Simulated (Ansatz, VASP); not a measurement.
One calculation of HgTe, two programs

INCAR

```
SYSTEM = HgTe
PREC = Accurate
ENCUT = 520
EDIFF = 1E-7
ISMEAR = 0
SIGMA = 0.05
LREAL = .False.
LASPH = .True.
NELM = 150
ALGO = Normal
ISIF = 2
LWAVE = .False.
LCHARG = .False.
MAGMOM = 0 0 0 0 0 0
LORBIT = 11
LSORBIT = .True.
GGA_COMPAT = .False.
LORBMOM = .True.
GGA = PE
NBANDS = 30
```

The input KPOINTS:

```
regular mesh
0
Gamma
  10 10 10
  0 0 0
```

File POSCAR:

```
HgTe
1.0
    0.0000000000      3.3259388588      3.3259388588
    3.3259388588      0.0000000000      3.3259388588
    3.3259388588      3.3259388588      0.0000000000
Hg Te
1 1
Direct
    0.0000000000      0.0000000000      0.0000000000
    0.2500000000      0.2500000000      0.2500000000
```

Input for Ansatz:

```yaml
crystal:
  lattice:
    - [0.0, 3.3259388588, 3.3259388588]
    - [3.3259388588, 0.0, 3.3259388588]
    - [3.3259388588, 3.3259388588, 0.0]
  atoms:
    - { symbol: Hg, position: [0.0, 0.0, 0.0] }
    - { symbol: Te, position: [0.25, 0.25, 0.25] }
basis:
  ecutwfc: 420
  ecutrho_ratio: 4
kpoints:
  mp_grid: { grid: [10, 10, 10] }
hamiltonian:
  xc: pbe
scf:
  occupations: { method: gaussian, width: 0.05 }
output:
  forces: true
  stress: true
  eigenvalues: true
  populations: true
magnetization:
  noncollinear: true
  spin_orbit: true
```

Alike in both runs: task single point; functional PBE; k mesh 10 × 10 × 10; occupations gaussian, width 0.05 eV; non-collinear spin, spin-orbit coupling.

|  | VASP | Ansatz |
| --- | --- | --- |
| version | VASP 6.6.1 | Ansatz 0.2.0 |
| potentials or method | VASP PAW PBE potentials, release 64 (Hg, Te), cutoff 520 eV | plane waves, PAW |
| valence electrons in the cell | 18 | 36 |

```csv
,VASP,Ansatz,Ansatz less VASP
pressure (GPa),-0.1,-0.3,-0.20
```

The functional is the same, so the differences come from potentials, cutoffs and numerics. VASP's potentials hold 18 valence electrons a cell and Ansatz's 36, so a difference there can come from the potentials and not from the codes.
